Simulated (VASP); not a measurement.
Crystal: Zr.

```
Zr
1.0
     3.21031    0.00000    0.00000
    -1.60515    2.78021    0.00000
     0.00000    0.00000    5.11246
Zr
2
Direct
  0.66667 0.33333 0.75000
  0.33333 0.66667 0.25000
```

This cell differs from its parent crystal: volume scaled by 0.98.

Base run:

```yaml
Program: VASP 6.6.1
Functional: LDA
Potentials_or_basis: VASP PAW LDA potentials, release 64 (Zr_sv)
Cutoff: 520 eV
k_mesh: 9 × 9 × 5
Occupations: fermi-dirac, width 0.05 eV
Spin: no spin polarisation
```

Its results: band gap on the k mesh zero (band 12 reaches 9.85 eV, above the bottom of band 13 at 8.79 eV); pressure -4.2 GPa.

Problem. The run is repeated on the same cell with these changes: functional from LDA to r2SCAN; potentials or basis from VASP PAW LDA potentials, release 64 (Zr_sv) to VASP PAW PBE potentials, release 64 (Zr_sv). What comes out?

Solution. Band gap on the k mesh zero (band 12 reaches 10.25 eV, above the bottom of band 13 at 8.95 eV); pressure 2.9 GPa.

Caveats: the PAW data sets were made with another functional, which shifts forces and pressure a little (some runs).
